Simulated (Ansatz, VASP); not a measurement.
## Si4F in VASP and in Ansatz

INCAR

```
ALGO     = Normal         # electronic algorithm
EDIFF    = 1E-6           # SCF threshold, eV
EDIFFG   = -0.04          # ionic threshold
ENCUT    = 600            # plane-wave cutoff, eV
GGA      = PE             # functional
IBRION   = 2              # ionic algorithm
ISIF     = 3              # what is computed and relaxed
ISMEAR   = 0              # smearing method
LASPH    = True           # aspherical terms in the spheres
LCHARG   = False          # write CHGCAR
LREAL    = False          # projectors in reciprocal space
LWAVE    = False          # write WAVECAR
NELM     = 80             # most SCF steps
NSW      = 90             # ionic steps
PREC     = Accurate       # precision mode
SIGMA    = 0.1            # smearing width, eV
```

File KPOINTS:

```
k-points
0
Gamma
  6 6 4
```

Contents of POSCAR:

```
Si4F
1.0
    4.8694301300      0.0000000000      0.0000000000
   -2.4347150700      4.2170502000      0.0000000000
    0.0000000000      0.0000000000      4.1208975800
Si F
4 1
Direct
    0.0000000000      0.0000000000      0.5000000000
    0.5000000000      0.0000000000      0.0000000000
    0.0000000000      0.5000000000      0.0000000000
    0.5000000000      0.5000000000      0.0000000000
    0.0000000000      0.0000000000      0.0000000000
```

Input for Ansatz:

```yaml
crystal:
  lattice:
    - [4.86943013, 0.0, 0.0]
    - [-2.43471507, 4.2170502, 0.0]
    - [0.0, 0.0, 4.12089758]
  atoms:
    - { symbol: Si, position: [0.0, 0.0, 0.5] }
    - { symbol: Si, position: [0.5, 0.0, 0.0] }
    - { symbol: Si, position: [0.0, 0.5, 0.0] }
    - { symbol: Si, position: [0.5, 0.5, 0.0] }
    - { symbol: F, position: [0.0, 0.0, 0.0] }
basis:
  ecutwfc: 420
kpoints:
  mp_grid: { grid: [6, 6, 4] }
hamiltonian:
  xc: pbe
scf:
  occupations: { method: gaussian, width: 0.1 }
  lower_state_search: "off"
output:
  forces: true
  stress: true
  eigenvalues: true
relax:
  adjacent_minimum: "off"
  f_tol: 0.04
  max_steps: 70
  cell: { stress_tol: 0.4 }
```

Alike in both runs: task relaxation of cell and atoms; functional PBE; k mesh 6 × 6 × 4; occupations gaussian, width 0.1 eV; no spin polarisation.

|  | VASP | Ansatz |
| --- | --- | --- |
| version | VASP 6.6.1 | Ansatz 0.2.0 |
| potentials or method | VASP PAW PBE potentials, release 64 (Si, F), cutoff 600 eV | scalar-relativistic, plane waves, PAW |
| valence electrons in the cell | 23 | 23 |

```csv
,VASP,Ansatz,Ansatz less VASP
"gap on the k mesh at the Fermi level, each at its own relaxed structure (eV)",none,none,-
relaxed volume (Å³/atom),18.77,18.68,-0.084
relaxed length of the cell vector where the two differ most in proportion (Å),4.017,4.003,-0.0148
```

A gap of «none» marks a metal or a gap that the smearing closes.

The k mesh is coarse, so the values compare programs but aren't converged.
